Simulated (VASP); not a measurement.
MgO, 4 atoms in the cell. Symmetry: P6_3/mmc, No. 194, hexagonal system. Conventional cell: a = 3.514 Å, b = 3.514 Å, c = 4.481 Å, α = 90.00°, β = 90.00°, γ = 120.00°. Within 2.7 Å of Mg (site symmetry -6m2) lie 5 O at 2.03 to 2.24 Å. Within 2.7 Å of O (site symmetry -6m2) lie 5 Mg at 2.03 to 2.24 Å.  This cell differs from its parent crystal: volume 11.979 Å^3 an atom, c/a of the conventional cell 1.2753.

| Item | Value |
| --- | --- |
| Program | VASP 6.6.1 |
| Task | single point |
| Functional | PBEsol |
| Potentials or basis | VASP PAW PBE potentials, release 64 (Mg, O) |
| Cutoff | 520 eV |
| k mesh | 9 × 9 × 6 |
| Occupations | gaussian, width 0.05 eV |
| Spin | no spin polarisation |
| Dipole correction | no |
| Further INCAR settings | ALGO = Normal; EDIFF = 1e-06; NBANDS = 16 |

Potentials or basis: VASP PAW PBE potentials, release 64 (Mg, O).

Run with:

```bash
$ cat potpaw_PBE.64/Mg/POTCAR potpaw_PBE.64/O/POTCAR > POTCAR
$ mpirun -np 1 vasp_std > vasp.out
```

Hardware: 1 thread of Intel(R) Xeon(R) Platinum 8259CL CPU @ 2.50GHz (Skylake/Cascade Lake) (shared host).

Question: Estimate the wall time of this run.

Answer: Wall time 39 s on 1 thread of Intel(R) Xeon(R) Platinum 8259CL CPU @ 2.50GHz (Skylake/Cascade Lake), with other jobs on the host, peak memory 0.19 GiB. Counts: scf iterations 13, k points 48.
